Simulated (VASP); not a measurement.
Wanted: the native input for a VASP 6.6.1 run.

- Task: single point
- Functional: LDA
- Potentials or basis: VASP PAW LDA potentials, release 64 (Zr_sv, Ti_sv)
- Cutoff: 500 eV
- k mesh: 5 × 5 × 3
- Occupations: fermi-dirac, width 0.1 eV
- Spin: no spin polarisation
- Dipole correction: no
- Further INCAR settings: ALGO = Normal; EDIFF = 1e-06; NBANDS = 19

The structure of ZrTi lies in POSCAR:

```
ZrTi
1.0
    3.1089940000      0.0000000000      0.0000000000
   -1.5544970000      2.6924677842      0.0000000000
    0.0000000000      0.0000000000      4.9204670000
Zr Ti
1 1
Direct
    0.0000000000      0.0000000000      0.0000000000
    0.3333333333      0.6666666667      0.5000000000
```

The input as run:

INCAR

```
SYSTEM = ZrTi
  PREC = Accurate
  ENCUT = 500
  EDIFF = 1E-6
  ISMEAR = -1
  SIGMA = 0.1
  LREAL = .FALSE.
  LASPH = .TRUE.
  NELM = 120
  ALGO = Normal
  ISIF = 2
  LWAVE = .FALSE.
  LCHARG = .FALSE.
  GGA = CA
  NBANDS = 19
  GGA_COMPAT = .FALSE.
```

KPOINTS

```
regular mesh
0
G
  5 5 3
  0 0 0
```

Potentials or basis: VASP PAW LDA potentials, release 64 (Zr_sv, Ti_sv).

The run is started by

```bash
$ cat potpaw_LDA.64/Zr_sv/POTCAR potpaw_LDA.64/Ti_sv/POTCAR > POTCAR
$ mpirun -np 1 vasp_std > vasp.out
```

Results of the run:

The pressure is -7.2 GPa and the band gap on the k mesh is zero (bands 12 and 13 overlap by 0.85 eV).

Caveat: the k points lie up to 0.47 Å⁻¹ apart, too coarse for converged energies and pressures of a metal.

Run time: 7.1 s on 1 thread of Intel(R) Xeon(R) Platinum 8375C CPU @ 2.90GHz (Ice Lake) (shared host), peak memory 0.13 GiB.
